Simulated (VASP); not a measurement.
# VO2 (P4_2/mnm) in VASP: a series of runs, part 2 of 3

VASP 6.6.1. Earlier steps stand in the parts before.

## (3) Single point, PBE, collinear spin, ferromagnetic start

This run uses another cell than the first one, of 9.94 Å³/atom.

File INCAR:

```
SYSTEM = VO2
ALGO = Normal
EDIFF = 1E-6
ENCUT = 600
GGA = PE
GGA_COMPAT = .False.
ISIF = 2
ISMEAR = -1
ISPIN = 2
LASPH = .True.
LCHARG = .False.
LMAXMIX = 4
LORBIT = 11
LREAL = .False.
LWAVE = .False.
MAGMOM = 2 2 0 0 0 0
NBANDS = 38
NELM = 200
PREC = Accurate
SIGMA = 0.05
```

File KPOINTS:

```
k-points
0
Gamma
  6 6 9
  0 0 0
```

File POSCAR:

```
VO2
1.0
    4.5839779276      0.0000000000      0.0000000000
    0.0000000000      4.5839779276      0.0000000000
    0.0000000000      0.0000000000      2.8382245994
V O
2 4
Direct
    0.5000000000      0.5000000000      0.5000000000
    0.0000000000      0.0000000000      0.0000000000
    0.1999327139      0.8000672861      0.5000000000
    0.8000672861      0.1999327139      0.5000000000
    0.6999327139      0.6999327139      0.0000000000
    0.3000672861      0.3000672861      0.0000000000
```

Potentials or basis: VASP PAW PBE potentials, release 64 (V_sv, O).

The run is started by

```console
$ cat potpaw_PBE.64/V_sv/POTCAR potpaw_PBE.64/O/POTCAR > POTCAR
$ mpirun -np 1 vasp_std > vasp.out
```

OUTCAR:

```text
SYSTEM = VO2
   EDIFF = 1E-6
   ENCUT = 600
   GGA = PE
   ISIF = 2
   ISMEAR = -1
   ISPIN = 2
   LASPH = .True.
   LORBIT = 11
   LREAL = .False.
   NELM = 200
   PREC = Accurate

 ion  position               nearest neighbor table
   1  0.500  0.500  0.500-   5 1.92   6 1.92   5 1.92   6 1.92   3 1.95   4 1.95
   2  0.000  0.000  0.000-   3 1.92   4 1.92   3 1.92   4 1.92   5 1.95   6 1.95
   3  0.200  0.800  0.500-   2 1.92   2 1.92   1 1.95
   4  0.800  0.200  0.500-   2 1.92   2 1.92   1 1.95
   5  0.700  0.700  0.000-   1 1.92   1 1.92   2 1.95
   6  0.300  0.300  0.000-   1 1.92   1 1.92   2 1.95

  LATTYP: Found a simple tetragonal cell.
 ALAT       =     4.5839779276
 C/A-ratio  =     0.6191619253

  Lattice vectors:

 A1 = (   4.5839779276,   0.0000000000,   0.0000000000)
 A2 = (   0.0000000000,   4.5839779276,   0.0000000000)
 A3 = (   0.0000000000,   0.0000000000,   2.8382245994)

Analysis of symmetry for initial positions (statically):
=====================================================================
 Subroutine PRICEL returns:
 Original cell was already a primitive cell.

 Routine SETGRP: Setting up the symmetry group for a
 simple tetragonal supercell.

 Subroutine GETGRP returns: Found 16 space group operations
 (whereof  8 operations were pure point group operations)
 out of a pool of 16 trial point group operations.

The static configuration has the point symmetry D_2h.
 The point group associated with its full space group is D_4h.

Analysis of symmetry for dynamics (positions and initial velocities):
=====================================================================
 Subroutine PRICEL returns:
 Original cell was already a primitive cell.

 Routine SETGRP: Setting up the symmetry group for a
 simple tetragonal supercell.

 Subroutine GETGRP returns: Found 16 space group operations
 (whereof  8 operations were pure point group operations)
 out of a pool of 16 trial point group operations.

The dynamic configuration has the point symmetry D_2h.
 The point group associated with its full space group is D_4h.

Analysis of structural, dynamic, and magnetic symmetry:
=====================================================================
 Subroutine PRICEL returns:
 Original cell was already a primitive cell.

 Routine SETGRP: Setting up the symmetry group for a
 simple tetragonal supercell.

 Subroutine GETGRP returns: Found 16 space group operations
 (whereof  8 operations were pure point group operations)
 out of a pool of 16 trial point group operations.

The overall configuration has the point symmetry D_2h.
 The point group associated with its full space group is D_4h.

 Subroutine INISYM returns: Found 16 space group operations
 (whereof  8 operations are pure point group operations),
 and found     1 'primitive' translations

----------------------------------------------------------------------------------------

                                     Primitive cell

  volume of cell :      59.6392

  direct lattice vectors                    reciprocal lattice vectors
     4.583977928  0.000000000  0.000000000     0.218151138  0.000000000  0.000000000
[... 98 lines left out ...]
   IBRION =     -1    ionic relax: 0-MD 1-quasi-New 2-CG
   NFREE  =      0    steps in history (QN), initial steepest desc. (CG)
   ISIF   =      2    stress and relaxation
   ISYM   =      2    0-nonsym 1-usesym 2-fastsym
   POTIM  = 0.5000    time-step for ionic-motion
   TEBEG  =    0.0;   TEEND  =   0.0 temperature during run
   PSTRESS=    0.0 pullay stress
   NELECT =      50.0000    total number of electrons
   NUPDOWN=      -1.0000    fix difference up-down
   EMIN   =  10.00;   EMAX   =-10.00  energy-range for DOS
   EFERMI =   0.00;   METHOD = LEGACY
   ISMEAR =    -1;   SIGMA  =   0.05  broadening in eV -4-tet -1-fermi 0-gaus
   EFERMI_NEDOS =   21; number of points for ismear=-14 and -15
   IALGO  =     38    algorithm
   IMIX   =      4    mixing-type and parameters
     AMIX     =   0.40;   BMIX     =  1.00
     AMIX_MAG =   1.60;   BMIX_MAG =  1.00
  volume/ion in A,a.u.               =       9.94        67.08
  Fermi-wavevector in a.u.,A,eV,Ry     =   1.543669  2.917112 32.421521  2.382915
  Thomas-Fermi vector in A             =   2.649299
   LORBIT       =     11    0 simple, 1 ext, 2 COOP (PROOUT), +10 PAW based schemes
   GGA     = PE    functional components
   LHFCALC =     F    Hartree Fock is set to
   AEXX    =    0.0000 exact exchange contribution
   IVDW    =     0    specifies the selected vdW correction
   LEPSILON=     F    determine dielectric tensor
   LRPA    =     F    only Hartree local field effects (RPA)
 spin polarized calculation
  energy-cutoff  :      600.00
  volume of cell :       59.64
 maximum number of plane-waves:      2004
 NGX is ok and might be reduce to    40
   NGX = 19   NGY = 19   NGZ = 11

 number of electron      50.0000000 magnetization       1.9975006

 Free energy of the ion-electron system (eV)
  ---------------------------------------------------
  ext. energy  EPLUGINS =         0.00000000
  ---------------------------------------------------
  free energy    TOTEN  =       -51.98044740 eV

  energy without entropy =      -51.95743512  energy(sigma->0) =      -51.96894126

 E-fermi :   6.1737     XC(G=0): -11.7131

 val. band max:        6.1661816884   @ k =   0.0000   0.0000   0.2222
 cond. band min:       6.1918000942   @ k =   0.1667   0.0000   0.0000
 fundamental gap:      0.0256184058
 Fermi energy:         6.1736713467

 spin component 1

 k-point     1 :       0.0000    0.0000    0.0000
  band No.  band energies     occupation
      1     -59.9130      1.00000
      2     -59.9044      1.00000
      3     -33.7395      1.00000
      4     -33.7395      1.00000
      5     -33.6625      1.00000
      6     -33.6578      1.00000
[... 949 lines left out ...]
     36      16.3273      0.00000
     37      19.6608      0.00000

 [... further k-points ...]

 spin component 2

 k-point     1 :       0.0000    0.0000    0.0000
  band No.  band energies     occupation
      1     -58.8100      1.00000
      2     -58.8008      1.00000
      3     -32.6481      1.00000
      4     -32.6481      1.00000
      5     -32.5989      1.00000
      6     -32.5796      1.00000
[... 949 lines left out ...]
     36      16.4280      0.00000
     37      19.9407      0.00000

 [... further k-points ...]

 [bands above 37 left out]

------------------------ aborting loop because EDIFF is reached ----------------------------------------

  FORCE on cell =-STRESS in cart. coord.  units (eV):
  Direction    XX          YY          ZZ          XY          YZ          ZX
  --------------------------------------------------------------------------------------
  -------------------------------------------------------------------------------------
  Total        0.1998799      0.1998799      0.3316985     -0.0000000      0.0000000      0.0000000
  in kB        5.3696752      5.3696752      8.9109138     -0.0000000      0.0000000      0.0000000
  external PRESSURE =       6.5500881 kB  Pullay stress =       0.0000000 kB

 VOLUME and BASIS-vectors are now :
 -----------------------------------------------------------------------------
  energy-cutoff  :      600.00
  volume of cell :       59.64
      direct lattice vectors                 reciprocal lattice vectors
     4.583977928  0.000000000  0.000000000     0.218151138  0.000000000  0.000000000
     0.000000000  4.583977928  0.000000000     0.000000000  0.218151138  0.000000000
     0.000000000  0.000000000  2.838224599     0.000000000  0.000000000  0.352332934

 POSITION                                       TOTAL-FORCE (eV/Angst)
 -----------------------------------------------------------------------------------
      2.29199      2.29199      1.41911         0.000000     -0.000000     -0.000000
      0.00000      0.00000      0.00000         0.000000     -0.000000     -0.000000
      0.91649      3.66749      1.41911         0.021479     -0.021479     -0.000000
      3.66749      0.91649      1.41911        -0.021479      0.021479      0.000000
      3.20848      3.20848      0.00000         0.021479      0.021479      0.000000
      1.37550      1.37550      0.00000        -0.021479     -0.021479     -0.000000
 -----------------------------------------------------------------------------------
    total drift:                                0.000000     -0.000000     -0.000000

  FREE ENERGIE OF THE ION-ELECTRON SYSTEM (eV)
  ---------------------------------------------------
  free  energy   TOTEN  =       -51.9804473996 eV

  energy  without entropy=      -51.9574351168  energy(sigma->0) =      -51.96894126

 total charge

# of ion       s       p       d       tot
------------------------------------------
    1        2.281   6.333   2.903  11.517
    2        2.281   6.333   2.903  11.517
    3        1.569   3.475   0.000   5.044
    4        1.569   3.475   0.000   5.044
    5        1.569   3.475   0.000   5.044
    6        1.569   3.475   0.000   5.044
--------------------------------------------------
tot         10.837  26.566   5.806  43.209

 magnetization (x)

# of ion       s       p       d       tot
------------------------------------------
    1        0.013   0.012   1.023   1.048
    2        0.013   0.012   1.023   1.048
    3       -0.002  -0.051   0.000  -0.053
    4       -0.002  -0.051   0.000  -0.053
    5       -0.002  -0.051   0.000  -0.053
    6       -0.002  -0.051   0.000  -0.053
--------------------------------------------------
tot          0.018  -0.181   2.047   1.884
```

Wall time 2.9 min (1 thread of Intel Xeon 6975P-C (Granite Rapids), shared host); peak memory 0.34 GiB.

Results:

```
Free energy                                           : -51.9804 eV
Pressure                                              : 0.7 GPa
Largest force                                         : 0.030 eV/Å
Band gap on the k mesh                                : zero (filled and empty bands overlap)
Net moment                                            : 2.00 μB per cell
Site moments                                          : V +1.05; O -0.05 μB
Valence electrons inside the program's atomic spheres : V 11.52; O 5.04
```

Forces on the atoms (eV/Å):
```
V    0.000  0.000  0.000
V    0.000  0.000  0.000
O    0.021 -0.021  0.000
O   -0.021  0.021  0.000
O    0.021  0.021  0.000
O   -0.021 -0.021  0.000
```

Stress tensor (GPa, compression positive):
```
0.54 0.00 0.00
0.00 0.54 0.00
0.00 0.00 0.89
```

Levels at points of the mesh, in eV from the Fermi level:
Spin up:
```csv
k point,band 23,band 24,band 25,band 26,band 27,band 28,band 29,band 30
"(0.00, 0.00, 0.00)",-1.91,-1.51,-1.01,-0.78,-0.33,-0.33,-0.21,1.78
"(0.50, 0.00, 0.00)",-2.17,-2.17,-0.32,-0.32,0.28,0.28,0.98,0.98
"(0.50, 0.50, 0.00)",-2.68,-2.68,-0.99,-0.99,-0.31,-0.31,1.37,1.37
```
Spin down:
```csv
k point,band 20,band 21,band 22,band 23,band 24,band 25,band 26,band 27,band 28,band 29
"(0.00, 0.00, 0.00)",-3.42,-2.11,-2.00,-2.00,-1.50,0.19,0.24,0.83,0.95,0.95
"(0.50, 0.00, 0.00)",-4.77,-3.05,-3.05,-2.25,-2.25,0.79,0.79,1.48,1.48,1.96
"(0.50, 0.50, 0.00)",-3.81,-2.79,-2.79,-2.74,-2.74,0.14,0.14,0.96,0.96,2.25
```

Caveat: semilocal functionals often make such compounds metallic where correlation or magnetic order opens a gap, which also shifts bond lengths.

(Part 2 of 3 ends here.)

The gap in the log of VASP goes by the Fermi energy; the results here count the filled bands.